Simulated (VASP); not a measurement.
Wanted: the native input for a VASP 6.6.1 run.

* Task: single point
* Functional: PBE
* Potentials or basis: VASP PAW PBE potentials, release 64 (C, N)
* Cutoff: 520 eV
* k mesh: 6 × 3 × 1
* Occupations: gaussian, width 0.1 eV
* Spin: no spin polarisation
* Dipole correction: yes
* Further INCAR settings: ALGO = Normal; EDIFF = 1e-07; NBANDS = 38

The structure of C12N lies in POSCAR:

```
C12N
1.0
    4.9326910638      0.0000000000      0.0000000000
   -1.2331727659      8.7858796652      0.0000000000
    0.0000000000      0.0000000000     20.2907138818
C N
12 1
Direct
    0.0197005045      0.0788020181      0.1971345130
    0.5197005045      0.0788020181      0.1971345130
    0.2746256306      0.0985025226      0.2311704222
    0.7746256306      0.0985025226      0.2311704222
    0.2844758829      0.1379035317      0.2992422405
    0.7844758829      0.1379035317      0.2992422405
    0.0392966979      0.1571967124      0.3324023561
    0.5392966979      0.1571967124      0.3324023561
    0.0496769462      0.1987212371      0.4035397332
    0.5496769462      0.1987212371      0.4035397332
    0.3040736101      0.2163107364      0.4332382751
    0.8040736101      0.2163107364      0.4332382751
    0.3040736101      0.2163107364      0.4978324902
```

The input as run:

INCAR

```
SYSTEM = C12N
  PREC = Accurate
  ENCUT = 520
  EDIFF = 1E-7
  ISMEAR = 0
  SIGMA = 0.1
  LREAL = .FALSE.
  LASPH = .TRUE.
  NELM = 100
  ALGO = Normal
  ISIF = 2
  LWAVE = .FALSE.
  LCHARG = .FALSE.
  LDIPOL = .TRUE.
  IDIPOL = 3
  DIPOL = 0.5 0.5 0.330
  GGA = PE
  NBANDS = 38
```

KPOINTS

```
regular mesh
0
G
  6 3 1
  0 0 0
```

Potentials or basis: VASP PAW PBE potentials, release 64 (C, N).

Command:

```console
$ cat potpaw_PBE.64/C/POTCAR potpaw_PBE.64/N/POTCAR > POTCAR
$ mpirun -np 1 vasp_std > vasp.out
```

Results of the run:

```
Largest force          : 4.063 eV/Å
Band gap on the k mesh : zero (an odd number of electrons rules out a gap without spin polarisation)
```

It took 9 min on 1 thread of AMD EPYC 9R45 96-Core Processor (Zen 5) (shared host), peak memory 0.96 GiB.
